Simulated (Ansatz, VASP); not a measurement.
One calculation of Si, two programs

```
CELL_PARAMETERS angstrom
0.00000 2.66897 2.66897
2.66897 0.00000 2.66897
2.66897 2.66897 0.00000
ATOMIC_POSITIONS crystal
Si 0.00000 0.00000 0.00000
Si 0.25000 0.25000 0.25000
```

Alike in both runs: task single point; functional PBEsol; k mesh 8 × 8 × 8; no spin polarisation.

|  | VASP | Ansatz |
| --- | --- | --- |
| version | VASP 6.6.1 | Ansatz 0.2 development build |
| potentials or method | VASP PAW PBE potentials, release 64 (Si), cutoff 520 eV | all-electron full-potential LAPW, scalar-relativistic |
| occupations | gaussian, width 0.01 eV | fixed |

```tsv
	VASP	Ansatz	Ansatz less VASP
gap on the k mesh at the Fermi level (eV)	0.41	0.42	+0.009
pressure (GPa)	5.7	5.5	-0.22
```

VASP's potentials were made for PBE, not for PBEsol. Ansatz ran all-electron here, and VASP with PAW potentials.
